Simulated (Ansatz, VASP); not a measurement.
**Two plane-wave programs on Al3Cu2**

```
Al Cu
1.0
     6.09358   -0.60209   -0.11272
    -0.55621    7.85172    0.66678
    -0.09607    0.67334    6.19985
Al Cu
12 8
Direct
  0.57038 0.08786 0.90857
  0.25320 0.94871 0.65951
  0.98475 0.98451 0.99513
  0.50806 0.91149 0.34108
  0.93597 0.38600 0.90150
  0.69714 0.57073 0.57123
  0.91750 0.15835 0.58554
  0.65965 0.69094 0.11109
  0.25620 0.42480 0.44696
  0.16561 0.70551 0.18751
  0.50595 0.35339 0.10945
  0.33311 0.60229 0.79783
  0.91820 0.86837 0.41100
  0.80404 0.15619 0.21031
  0.20359 0.13115 0.28200
  0.97451 0.70594 0.82633
  0.25420 0.24595 0.82456
  0.64845 0.85645 0.72272
  0.87031 0.44656 0.29746
  0.54138 0.23318 0.51110
```

Alike in both runs: task single point; functional PBEsol; k mesh 6 × 5 × 6; occupations gaussian, width 0.1 eV; no spin polarisation.

|  | VASP | Ansatz |
| --- | --- | --- |
| version | VASP 6.6.1 | Ansatz 0.2.0 |
| potentials or method | VASP PAW PBE potentials, release 64 (Al, Cu), cutoff 520 eV | scalar-relativistic, plane waves, PAW |
| valence electrons in the cell | 124 | 188 |

Ansatz gave:

| Item | Value |
| --- | --- |
| gap on the k mesh at the Fermi level (eV) | none |
| rms of the force components (eV/Å) | 0.045 |

Q: Which values does VASP return?

A: gap on the k mesh at the Fermi level (eV): none; rms of the force components (eV/Å): 0.047.

VASP's potentials were made for PBE, not for PBEsol. Atom by atom the forces differ by 0.008 eV/Å (rms over components). A gap of «none» marks a metal or a gap that the smearing closes. With one functional, cell and mesh, what is left measures potentials, basis and numerics. VASP's potentials hold 124 valence electrons a cell and Ansatz's 188, so a difference there can come from the potentials and not from the codes.
